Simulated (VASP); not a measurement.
TiMo4, 5 atoms in the cell. Symmetry: C2/m, No. 12, monoclinic system. The conventional cell has a = 13.000 Å, b = 4.460 Å, c = 2.750 Å, α = 90.00°, β = 98.16°, γ = 90.00°. Ti (site symmetry 2/m) has 12 Mo at 2.73 to 3.15 Å and 2 Ti at 2.75 Å within 3.6 Å. Within 3.6 Å of Mo (site symmetry m) lie 12 Mo at 2.70 to 3.19 Å and 2 Ti at 2.73 to 3.14 Å. Within 3.6 Å of Mo (site symmetry m) lie 10 Mo at 2.70 to 3.21 Å and 4 Ti at 2.75 to 3.15 Å. 

- Program: VASP 6.6.1
- Task: single point
- Functional: PBE
- Potentials or basis: VASP PAW PBE potentials, release 64 (Ti_sv, Mo_sv)
- Cutoff: 520 eV
- k mesh: 4 × 4 × 6
- Occupations: gaussian, width 0.2 eV
- Spin: no spin polarisation
- Dipole correction: no
- Further INCAR settings: ALGO = Fast; EDIFF = 1e-07; NBANDS = 42

Potentials or basis: VASP PAW PBE potentials, release 64 (Ti_sv, Mo_sv).

The run is started by

```sh
$ cat potpaw_PBE.64/Ti_sv/POTCAR potpaw_PBE.64/Mo_sv/POTCAR > POTCAR
$ mpirun -np 1 vasp_std > vasp.out
```

Hardware: 1 thread of Intel(R) Xeon(R) Platinum 8488C (Sapphire Rapids), with other jobs on the host.

**Question.** Estimate the wall time of this run.

**Answer.** Run time: 4.7 min on 1 thread of Intel(R) Xeon(R) Platinum 8488C (Sapphire Rapids), on a shared host, peak memory 0.29 GiB. Counts: scf iterations 35, k points 34.
